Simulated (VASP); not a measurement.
The system is Si31Sn.

```
CELL_PARAMETERS angstrom
10.93198 0.00000 0.00000
0.00000 10.93198 0.00000
0.00000 0.00000 10.93198
ATOMIC_POSITIONS crystal
Si 0.00067 0.99903 0.00066
Si 0.00106 0.00138 0.49724
Si 0.00231 0.50034 0.00102
Si 0.00027 0.50213 0.49858
Si 0.50108 0.00027 0.00098
Si 0.50133 0.99733 0.50149
Si 0.49944 0.49858 0.99769
Si 0.49811 0.49998 0.50005
Si 0.12657 0.12677 0.12784
Si 0.12614 0.12810 0.62420
Si 0.12405 0.62480 0.12636
Si 0.12379 0.62333 0.62637
Si 0.62379 0.12540 0.12569
Si 0.62684 0.12383 0.62259
Si 0.62348 0.62428 0.12572
Si 0.62330 0.62854 0.62448
Si 0.24907 0.25310 0.99719
Si 0.25018 0.24757 0.50009
Si 0.25079 0.75293 0.99844
Si 0.24699 0.74898 0.50085
Si 0.74748 0.25078 0.99950
Si 0.74849 0.24935 0.50094
Si 0.74997 0.75140 0.99423
Si 0.74886 0.75156 0.49925
Si 0.37554 0.37905 0.12633
Si 0.37413 0.87516 0.12738
Si 0.37450 0.87760 0.62337
Si 0.87232 0.37455 0.12385
Si 0.87878 0.37843 0.62526
Si 0.87504 0.87453 0.12728
Si 0.87909 0.87521 0.62787
Si 0.25272 0.00026 0.24961
Si 0.24911 0.00246 0.75040
Si 0.24986 0.49857 0.25095
Si 0.25279 0.50186 0.75051
Si 0.75059 0.00155 0.24749
Si 0.75152 0.00100 0.75171
Si 0.75267 0.50096 0.24951
Si 0.74646 0.49859 0.74716
Si 0.37669 0.12481 0.37809
Si 0.37485 0.12699 0.87220
Si 0.37355 0.62555 0.37457
Si 0.37672 0.62511 0.87599
Si 0.87596 0.12312 0.37404
Si 0.87252 0.12728 0.87548
Si 0.87664 0.62369 0.37710
Si 0.87323 0.62506 0.87375
Si 0.00057 0.25011 0.25114
Si 0.99855 0.25073 0.75126
Si 0.99963 0.74813 0.25125
Si 0.99686 0.75050 0.75194
Si 0.50267 0.24714 0.25133
Si 0.50071 0.24734 0.74984
Si 0.50262 0.75181 0.25261
Si 0.12531 0.37379 0.37581
Si 0.12403 0.37563 0.87448
Si 0.12665 0.87770 0.37900
Si 0.12485 0.87447 0.87322
Si 0.62417 0.37209 0.37445
Si 0.62529 0.37607 0.87315
Si 0.62393 0.87533 0.37432
Si 0.62270 0.87510 0.87835
Sn 0.37722 0.37422 0.62729
Sn 0.49961 0.74971 0.75065
```

```yaml
Program: VASP 6.6.1
Task: relaxation of volume and atoms at fixed shape
Functional: PBEsol
Potentials_or_basis: VASP PAW PBE potentials, release 64 (Si, Sn_d)
Cutoff: 500 eV
k_mesh: 1 × 1 × 1, shifted
Occupations: fermi-dirac, width 0.05 eV
Spin: no spin polarisation
```

At the start: pressure 0.6 GPa; volume 20.41 Å³/atom.

Task: Where does the relaxation end?

Result: Over 13 steps the energy falls by 29.9 meV/atom and the volume is 20.45 Å³/atom (+0.2 %); space group Cm (No. 8, to 0.1 Å) before, C2/m (No. 12, to 0.1 Å).

The path:
```
step  energy change (eV)  largest force (eV/Å)  pressure (GPa)  volume (Å³)
   1              0.0000                2.9424            0.58      1306.46
   2             -1.5899                0.6892           -0.77      1320.46
   3             -1.6097                0.5814           -0.91      1322.32
   4             -1.8067                0.3114            0.49      1301.17
   5             -1.8080                0.2968            0.63      1299.25
   6             -1.8809                0.1587            0.02      1307.52
   7             -1.8831                0.1814           -0.11      1309.24
   8             -1.9006                0.0831           -0.03      1308.20
   9             -1.9024                0.0894            0.00      1307.76
  10             -1.9078                0.0444            0.02      1307.38
  11             -1.9087                0.0429            0.04      1307.14
  12             -1.9108                0.0305           -0.04      1308.31
  13             -1.9110                0.0299           -0.08      1308.88
```

Final structure:
```
Si Sn
1.0
    10.93873    0.00000    0.00000
     0.00000   10.93873    0.00000
     0.00000    0.00000   10.93873
Si Sn
62 2
Direct
  0.00045 0.00048 0.00047
  0.99877 0.99942 0.49988
  0.99785 0.50053 0.00144
  0.00041 0.49983 0.50005
  0.49984 0.00131 0.00412
  0.50011 0.00212 0.49773
  0.49984 0.49735 0.00288
  0.50824 0.50644 0.48875
  0.12574 0.12532 0.12518
  0.12088 0.12503 0.62515
  0.12334 0.62555 0.12677
  0.12236 0.62775 0.62593
  0.62532 0.12673 0.12619
  0.62838 0.12229 0.62537
  0.62525 0.62523 0.12528
  0.63542 0.61998 0.61604
  0.24997 0.25060 0.00013
  0.24079 0.24127 0.49089
  0.24708 0.75164 0.00439
  0.24727 0.75007 0.49795
  0.75095 0.25079 0.00121
  0.75028 0.24993 0.49967
  0.75212 0.75028 0.00254
  0.75432 0.75168 0.49734
  0.37525 0.37390 0.12681
  0.37494 0.87528 0.12588
  0.36579 0.88407 0.61631
  0.87517 0.37500 0.12515
  0.87643 0.37397 0.62472
  0.87657 0.87531 0.12624
  0.87582 0.87533 0.62532
  0.25010 0.99928 0.24925
  0.24689 0.00301 0.74959
  0.24986 0.50009 0.24975
  0.23954 0.50661 0.75892
  0.75005 0.00033 0.24943
  0.75449 0.00122 0.75084
  0.75186 0.50027 0.24857
  0.75210 0.49786 0.74862
  0.37539 0.12414 0.37199
  0.37508 0.12284 0.87770
  0.37496 0.62789 0.37240
  0.36664 0.61933 0.88689
  0.87503 0.12497 0.37470
  0.87652 0.12679 0.87624
  0.87712 0.62530 0.37412
  0.87415 0.62526 0.87499
  0.99900 0.24984 0.24868
  0.99937 0.25080 0.75071
  0.00008 0.75060 0.25042
  0.99842 0.75121 0.75069
  0.50028 0.25010 0.25014
  0.50924 0.24079 0.75887
  0.50017 0.75116 0.24883
  0.12299 0.37513 0.37250
  0.12111 0.37491 0.87803
  0.12386 0.87572 0.37410
  0.12486 0.87545 0.87537
  0.62804 0.37444 0.37114
  0.62736 0.37558 0.87679
  0.62558 0.87523 0.37459
  0.63433 0.88472 0.88474
  0.37558 0.37468 0.62541
  0.49974 0.75103 0.75057
```

Caveat: the PAW data sets were made with another functional, which shifts forces and pressure a little.
